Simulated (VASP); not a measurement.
Here is a VASP 6.6.1 calculation.

File INCAR:

```
PREC = Accurate
ENCUT = 600
EDIFF = 1E-7
ISMEAR = -1
SIGMA = 0.1
LREAL = F
LASPH = T
NELM = 80
ALGO = Normal
ISIF = 3
LWAVE = F
LCHARG = F
GGA = PS
IBRION = 2
NSW = 100
EDIFFG = -0.002
PSTRESS = 40.0
```

File KPOINTS:

```
regular mesh
0
Gamma
  12 12 8
```

The input POSCAR:

```
TePd
1.0
    4.1582679779      0.0000000000      0.0000000000
   -2.0791339890      3.6011657046      0.0000000000
    0.0000000000      0.0000000000      5.6163440830
Te Pd
2 2
Direct
    0.3333333333      0.6666666667      0.2500000000
    0.6666666667      0.3333333333      0.7500000000
    0.0000000000      0.0000000000      0.0000000000
    0.0000000000      0.0000000000      0.5000000000
```

Potentials or basis: VASP PAW PBE potentials, release 64 (Te, Pd).

The run is started by

```console
$ cat potpaw_PBE.64/Te/POTCAR potpaw_PBE.64/Pd/POTCAR > POTCAR
$ mpirun -np 1 vasp_std > vasp.out
```

Q: Estimate the relaxed volume.

A: 20.37 Å³/atom.

Q: What does it give for the space group after relaxing (to 0.1 Å)?

A: P6_3/mmc (No. 194).

Final structure:
```yaml
crystal:
  lattice:
    - [4.11552, 0.00000, 0.00000]
    - [-2.05776, 3.56414, 0.00000]
    - [0.00000, 0.00000, 5.55380]
  atoms:
    - { symbol: Te, position: [0.33333, 0.66667, 0.25000] }
    - { symbol: Te, position: [0.66667, 0.33333, 0.75000] }
    - { symbol: Pd, position: [0.00000, 0.00000, 0.00000] }
    - { symbol: Pd, position: [0.00000, 0.00000, 0.50000] }
```

Caveat: the cell is relaxed towards a set pressure, so the run minimises the enthalpy, not the energy; the PAW data sets were made with another functional, which shifts forces and pressure a little.
